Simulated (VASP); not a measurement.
# W (I4/mmm) in VASP: further runs

W is run at these levels: LDA; tasks: single point.

All numbers are computed with VASP 6.6.1; they aren't measurements. Logs are shortened: lines on timing, memory, paths and dates and some standing lists are left out, and cuts for length are marked.

### Step 1. The cell of the first run

Symmetry: I4/mmm, No. 139, tetragonal system. Conventional cell: a = 3.243 Å, b = 3.243 Å, c = 2.886 Å, α = 90.00°, β = 90.00°, γ = 90.00°. Within 3.6 Å of W (site symmetry 4/mmm) lie 14 W at 2.71 to 3.24 Å.

### Step 2. Single point, LDA (15.18 Å³/atom)

The input, INCAR:

```
ALGO     = Fast           # electronic algorithm
EDIFF    = 1E-6           # SCF threshold, eV
ENCUT    = 520            # plane-wave cutoff, eV
GGA      = CA             # functional
ISIF     = 2              # what is computed and relaxed
ISMEAR   = 0              # smearing method
LASPH    = T              # aspherical terms in the spheres
LCHARG   = F              # write CHGCAR
LREAL    = F              # projectors in reciprocal space
LWAVE    = F              # write WAVECAR
NBANDS   = 13             # bands
NELM     = 80             # most SCF steps
PREC     = Accurate       # precision mode
SIGMA    = 0.15           # smearing width, eV
```

The input, KPOINTS:

```
k-points
0
Gamma
  22 22 22
```

The input, POSCAR:

```
W
1.0
    0.0000000000      2.2932225451      1.4428956254
    2.2932225451      0.0000000000      1.4428956254
    2.2932225451      2.2932225451      0.0000000000
W
1
Direct
    0.0000000000      0.0000000000      0.0000000000
```

Potentials or basis: VASP PAW LDA potentials, release 64 (W_sv).

Run with:

```bash
$ cat potpaw_LDA.64/W_sv/POTCAR > POTCAR
$ mpirun -np 1 vasp_std > vasp.out
```

OUTCAR:

```text
EDIFF = 1E-6
   ENCUT = 520
   GGA = CA
   ISIF = 2
   ISMEAR = 0
   LASPH = T
   LREAL = F
   NELM = 80
   PREC = Accurate

 ion  position               nearest neighbor table
   1  0.000  0.000  0.000-

  LATTYP: Found a body centered tetragonal cell.
 ALAT       =     3.2431064248
 C/A-ratio  =     0.8898231735

  Lattice vectors:

 A1 = (   0.0000000000,  -2.2932225451,  -1.4428956254)
 A2 = (   0.0000000000,   2.2932225451,  -1.4428956254)
 A3 = (   2.2932225451,   0.0000000000,   1.4428956254)

Analysis of symmetry for initial positions (statically):
=====================================================================
 Subroutine PRICEL returns:
 Original cell was already a primitive cell.

 Routine SETGRP: Setting up the symmetry group for a
 body centered tetragonal supercell.

 Subroutine GETGRP returns: Found 16 space group operations
 (whereof 16 operations were pure point group operations)
 out of a pool of 16 trial point group operations.

The static configuration has the point symmetry D_4h.

Analysis of symmetry for dynamics (positions and initial velocities):
=====================================================================
 Subroutine PRICEL returns:
 Original cell was already a primitive cell.

 Routine SETGRP: Setting up the symmetry group for a
 body centered tetragonal supercell.

 Subroutine GETGRP returns: Found 16 space group operations
 (whereof 16 operations were pure point group operations)
 out of a pool of 16 trial point group operations.

The dynamic configuration has the point symmetry D_4h.

 Subroutine INISYM returns: Found 16 space group operations
 (whereof 16 operations are pure point group operations),
 and found     1 'primitive' translations

----------------------------------------------------------------------------------------

                                     Primitive cell

  volume of cell :      15.1760

  direct lattice vectors                    reciprocal lattice vectors
     0.000000000  2.293222545  1.442895625    -0.218033789  0.218033789  0.346525411
     2.293222545  0.000000000  1.442895625     0.218033789 -0.218033789  0.346525411
     2.293222545  2.293222545  0.000000000     0.218033789  0.218033789 -0.346525411

  length of vectors
     2.709394292  2.709394292  3.243106425     0.463850544  0.463850544  0.463850544

  position of ions in fractional coordinates (direct lattice)
     0.000000000  0.000000000  0.000000000

  ion indices of the primitive-cell ions
   primitive index   ion index
                 1           1

----------------------------------------------------------------------------------------

 KPOINTS: k-points

Automatic generation of k-mesh.
 Grid dimensions read from file:
 generate k-points for:   22   22   22

 Generating k-lattice:

  Cartesian coordinates                     Fractional coordinates (reciprocal lattice)
    -0.009910627  0.009910627  0.015751155     0.045454545 -0.000000000  0.000000000
     0.009910627 -0.009910627  0.015751155    -0.000000000  0.045454545  0.000000000
     0.009910627  0.009910627 -0.015751155     0.000000000  0.000000000  0.045454545

  Length of vectors
     0.021084116  0.021084116  0.021084116

  Shift w.r.t. Gamma in fractional coordinates (k-lattice)
     0.000000000  0.000000000  0.000000000

 Subroutine IBZKPT returns following result:
 ===========================================

 Found    834 irreducible k-points:

 Following reciprocal coordinates:
            Coordinates               Weight
  0.000000  0.000000  0.000000      1.000000
  0.045455 -0.000000  0.000000      8.000000
  0.090909 -0.000000  0.000000      8.000000
  0.136364 -0.000000  0.000000      8.000000
  0.181818  0.000000  0.000000      8.000000
  0.227273  0.000000  0.000000      8.000000
[... 16 lines left out ...]
  0.500000  0.045455  0.000000      8.000000
 -0.454545  0.045455  0.000000      8.000000
 [... further k-points ...]
   k-points           NKPTS =    834   k-points in BZ     NKDIM =    834   number of bands    NBANDS=     13
   number of dos      NEDOS =    301   number of ions     NIONS =      1
   total plane-waves  NPLWV =   9600
   dimension x,y,z NGX =    20 NGY =   20 NGZ =   24
   dimension x,y,z NGXF=    40 NGYF=   40 NGZF=   48
   ions per type =               1
   NGX,Y,Z   is equivalent  to a cutoff of  12.27, 12.27, 12.30 a.u.
   NGXF,Y,Z  is equivalent  to a cutoff of  24.54, 24.54, 24.61 a.u.
 SYSTEM =  unknown system
   PREC   = accura    normal or accurate (medium, high low for compatibility)
   ISTART =      0    job   : 0-new  1-cont  2-samecut
   ICHARG =      2    charge: 1-file 2-atom 10-const
   ISPIN  =      1    spin polarized calculation?
   LNONCOLLINEAR =      F non collinear calculations
   LSORBIT =      F    spin-orbit coupling
   LASPH  =      T    aspherical Exc in radial PAW
   ENCUT  =  520.0 eV  38.22 Ry    6.18 a.u.   5.04  5.04  6.03*2*pi/ulx,y,z
   NELM   =     80;   NELMIN=  2; NELMDL= -5     # of ELM steps
   EDIFF  = 0.1E-05   stopping-criterion for ELM
   LREAL  =      F    real-space projection
   EDIFFG = 0.1E-04   stopping-criterion for IOM
   NSW    =      0    number of steps for IOM
   IBRION =     -1    ionic relax: 0-MD 1-quasi-New 2-CG
   NFREE  =      0    steps in history (QN), initial steepest desc. (CG)
   ISIF   =      2    stress and relaxation
   ISYM   =      2    0-nonsym 1-usesym 2-fastsym
   POTIM  = 0.5000    time-step for ionic-motion
   TEBEG  =    0.0;   TEEND  =   0.0 temperature during run
   PSTRESS=    0.0 pullay stress
   NELECT =      14.0000    total number of electrons
   NUPDOWN=      -1.0000    fix difference up-down
   EMIN   =  10.00;   EMAX   =-10.00  energy-range for DOS
   EFERMI =   0.00;   METHOD = LEGACY
   ISMEAR =     0;   SIGMA  =   0.15  broadening in eV -4-tet -1-fermi 0-gaus
   EFERMI_NEDOS =   21; number of points for ismear=-14 and -15
   IALGO  =     68    algorithm
   IMIX   =      4    mixing-type and parameters
     AMIX     =   0.40;   BMIX     =  1.00
     AMIX_MAG =   1.60;   BMIX_MAG =  1.00
  volume/ion in A,a.u.               =      15.18       102.41
  Fermi-wavevector in a.u.,A,eV,Ry     =   1.593670  3.011600 34.555861  2.539784
  Thomas-Fermi vector in A             =   2.691864
   LORBIT       =      0    0 simple, 1 ext, 2 COOP (PROOUT), +10 PAW based schemes
   GGA     = CA    functional components
   LHFCALC =     F    Hartree Fock is set to
   AEXX    =    0.0000 exact exchange contribution
   IVDW    =     0    specifies the selected vdW correction
   LEPSILON=     F    determine dielectric tensor
   LRPA    =     F    only Hartree local field effects (RPA)
 non-spin polarized calculation
 RMM-DIIS sequential band-by-band and
 Gauss-broadening in eV      SIGMA  =   0.15
  energy-cutoff  :      520.00
  volume of cell :       15.18
 maximum number of plane-waves:       426
   NGX =  9   NGY =  9   NGZ = 13

 number of electron      14.0000000 magnetization

 Free energy of the ion-electron system (eV)
  ---------------------------------------------------
  ext. energy  EPLUGINS =         0.00000000
  ---------------------------------------------------
  free energy    TOTEN  =       -13.94397822 eV

  energy without entropy =      -13.93792490  energy(sigma->0) =      -13.94095156

 E-fermi :  11.9540     XC(G=0): -14.0710

 val. band max:       11.9535493427   @ k =  -0.3636   0.3636   0.0909
 cond. band min:      11.9577562409   @ k =  -0.1364   0.0909   0.0000
 fundamental gap:      0.0042068982
 Fermi energy:        11.9540023742

 k-point     1 :       0.0000    0.0000    0.0000
  band No.  band energies     occupation
      1     -61.7157      2.00000
      2     -25.4858      2.00000
      3     -25.4858      2.00000
      4     -25.3823      2.00000
      5       2.1898      2.00000
      6       9.6194      2.00000
      7      11.3699      2.00000
      8      11.3699      2.00000
      9      12.9457      0.00000
     10      15.2637      0.00000
     11      26.0045      0.00000
     12      26.0045      0.00000
     13      28.4546      0.00000

 k-point     2 :       0.0455   -0.0000    0.0000
  band No.  band energies     occupation
      1     -61.7121      2.00000
      2     -25.5033      2.00000
      3     -25.4965      2.00000
      4     -25.4009      2.00000
      5       2.3022      2.00000
      6       9.6501      2.00000
      7      11.3310      2.00000
      8      11.3599      2.00000
      9      12.9591      0.00000
     10      15.1616      0.00000
     11      26.2068      0.00000
     12      26.2237      0.00000
     13      28.5698      0.00000

 k-point     3 :       0.0909   -0.0000    0.0000
  band No.  band energies     occupation
      1     -61.7016      2.00000
      2     -25.5774      2.00000
      3     -25.5275      2.00000
      4     -25.4316      2.00000
      5       2.6305      2.00000
      6       9.6898      2.00000
      7      11.1911      2.00000
      8      11.3963      2.00000
      9      13.0271      0.00000
     10      14.9144      0.00000
     11      26.7912      0.00000
     12      26.7975      0.00000
     13      28.8767      0.00000

 k-point     4 :       0.1364   -0.0000    0.0000
  band No.  band energies     occupation
      1     -61.6851      2.00000
      2     -25.7195      2.00000
      3     -25.5762      2.00000
      4     -25.4521      2.00000
      5       3.1464      2.00000
      6       9.6140      2.00000
      7      10.9235      2.00000
      8      11.6359      1.99729
      9      13.2026      0.00000
     10      14.6399      0.00000
     11      27.4426      0.00000
     12      27.7346      0.00000
     13      29.2781      0.00000

 k-point     5 :       0.1818    0.0000    0.0000
  band No.  band energies     occupation
      1     -61.6638      2.00000
      2     -25.9074      2.00000
      3     -25.6380      2.00000
      4     -25.4689      2.00000
      5       3.7966      2.00000
      6       9.3753      2.00000
      7      10.5779      2.00000
      8      12.1628      0.04896
      9      13.5077      0.00000
     10      14.4227      0.00000
     11      27.6927      0.00000
     12      28.9652      0.00000
     13      29.7694      0.00000
[... 257 lines left out ...]
 k-point    22 :       0.4545    0.0455    0.0000
  band No.  band energies     occupation
      1     -61.5372      2.00000
      2     -26.9233      2.00000
      3     -25.9926      2.00000
      4     -25.5700      2.00000
      5       5.5526      2.00000
      6       7.8233      2.00000
      7      12.4050      0.00002
      8      14.3012      0.00000
      9      16.8051      0.00000
     10      17.9943      0.00000
     11      24.0544      0.00000
     12      24.2948      0.00000
     13      28.8297      0.00000

 k-point    23 :       0.5000    0.0455    0.0000
  band No.  band energies     occupation
      1     -61.5346      2.00000
      2     -26.9432      2.00000
      3     -26.0042      2.00000
      4     -25.5670      2.00000
      5       5.5269      2.00000
      6       7.7958      2.00000
      7      12.7532      0.00000
      8      14.1689      0.00000
      9      16.7616      0.00000
     10      18.3848      0.00000
     11      23.7338      0.00000
     12      24.3290      0.00000
     13      28.3275      0.00000

 k-point    24 :      -0.4545    0.0455    0.0000
  band No.  band energies     occupation
      1     -61.5393      2.00000
      2     -26.9072      2.00000
      3     -25.9961      2.00000
      4     -25.5597      2.00000
      5       5.5567      2.00000
      6       7.8554      2.00000
      7      12.5826      0.00000
      8      14.0458      0.00000
      9      16.4032      0.00000
     10      18.1067      0.00000
     11      23.6790      0.00000
     12      25.2002      0.00000
     13      28.7257      0.00000

 [... further k-points ...]

------------------------ aborting loop because EDIFF is reached ----------------------------------------

  FORCE on cell =-STRESS in cart. coord.  units (eV):
  Direction    XX          YY          ZZ          XY          YZ          ZX
  --------------------------------------------------------------------------------------
  -------------------------------------------------------------------------------------
  Total       -0.3521639     -0.3521639      3.5179153      0.0000000      0.0000000      0.0000000
  in kB      -37.1790328    -37.1790328    371.3972145      0.0000000      0.0000000      0.0000000
  external PRESSURE =      99.0130497 kB  Pullay stress =       0.0000000 kB

 VOLUME and BASIS-vectors are now :
 -----------------------------------------------------------------------------
  energy-cutoff  :      520.00
  volume of cell :       15.18
      direct lattice vectors                 reciprocal lattice vectors
     0.000000000  2.293222545  1.442895625    -0.218033789  0.218033789  0.346525411
     2.293222545  0.000000000  1.442895625     0.218033789 -0.218033789  0.346525411
     2.293222545  2.293222545  0.000000000     0.218033789  0.218033789 -0.346525411

 POSITION                                       TOTAL-FORCE (eV/Angst)
 -----------------------------------------------------------------------------------
      0.00000      0.00000      0.00000         0.000000      0.000000      0.000000
 -----------------------------------------------------------------------------------
    total drift:                                0.000000     -0.000000     -0.000000

  FREE ENERGIE OF THE ION-ELECTRON SYSTEM (eV)
  ---------------------------------------------------
  free  energy   TOTEN  =       -13.9439782204 eV

  energy  without entropy=      -13.9379248974  energy(sigma->0) =      -13.94095156
```

It took 3.2 min on 1 thread of AMD EPYC 7R43 (Zen 3), shared host; peak memory 0.22 GiB.

Results:

| Quantity | Value |
| --- | --- |
| Free energy | -13.9440 eV |
| Pressure | 9.9 GPa |
| Band gap on the k mesh | zero (bands 7 and 8 overlap by 6.80 eV) |

Levels at points of the mesh, in eV from the Fermi level:
| k point | band 5 | band 6 | band 7 | band 8 | band 9 | band 10 |
| --- | --- | --- | --- | --- | --- | --- |
| (0.00, 0.00, 0.00) | -9.76 | -2.33 | -0.58 | -0.58 | 0.99 | 3.31 |
| (0.50, 0.00, 0.00) | -6.52 | -4.27 | 1.42 | 2.13 | 4.57 | 6.45 |
| (0.50, 0.50, 0.00) | -6.35 | -6.03 | 5.37 | 5.37 | 5.88 | 7.69 |
| (0.50, 0.00, 0.50) | -6.54 | -2.51 | 0.39 | 0.75 | 2.52 | 6.30 |

Caveat: the cell stands under pressure; spin-orbit coupling is left out, which moves the levels of the heavy elements.

(Part 1 of 2 ends here.)
